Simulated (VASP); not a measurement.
CdF2, 3 atoms in the cell. Symmetry: Fm-3m, No. 225, cubic system. Conventional cell: a = 5.388 Å, b = 5.388 Å, c = 5.388 Å, α = 90.00°, β = 90.00°, γ = 90.00°. Within 3.1 Å of Cd (site symmetry m-3m) lie 8 F at 2.33 Å. F (site symmetry -43m) has 4 Cd at 2.33 Å and 6 F at 2.69 Å within 3.1 Å. 

* Program: VASP 6.6.1
* Task: single point
* Functional: PBE-based screened hybrid with 35 % exact exchange
* Potentials or basis: VASP PAW PBE potentials, release 64 (Cd_sv_GW, F)
* Cutoff: 520 eV
* k mesh: 4 × 4 × 4
* Occupations: gaussian, width 0.01 eV
* Spin: no spin polarisation
* Dipole correction: no
* Grid for exact exchange (PRECFOCK): Normal
* Share of exact exchange: 0.35
* Further INCAR settings: ALGO = Normal; EDIFF = 1e-06; NBANDS = 24
* Screening parameter: 0.5 1/Å

Potentials or basis: VASP PAW PBE potentials, release 64 (Cd_sv_GW, F).

Command:

```bash
$ cat potpaw_PBE.64/Cd_sv_GW/POTCAR potpaw_PBE.64/F/POTCAR > POTCAR
$ cp INCAR.step1 INCAR
$ mpirun -np 1 vasp_std > vasp.out
$ cp INCAR.step2 INCAR
$ mpirun -np 1 vasp_std > vasp.out
```

Hardware: 1 thread of Intel(R) Xeon(R) Platinum 8559C (Emerald Rapids), on a shared host.

Problem. Estimate the wall time of this run.

Solution. Wall time 14 min on 1 thread of Intel(R) Xeon(R) Platinum 8559C (Emerald Rapids), on a shared host, peak memory 0.27 GiB. Counts: k points 8.
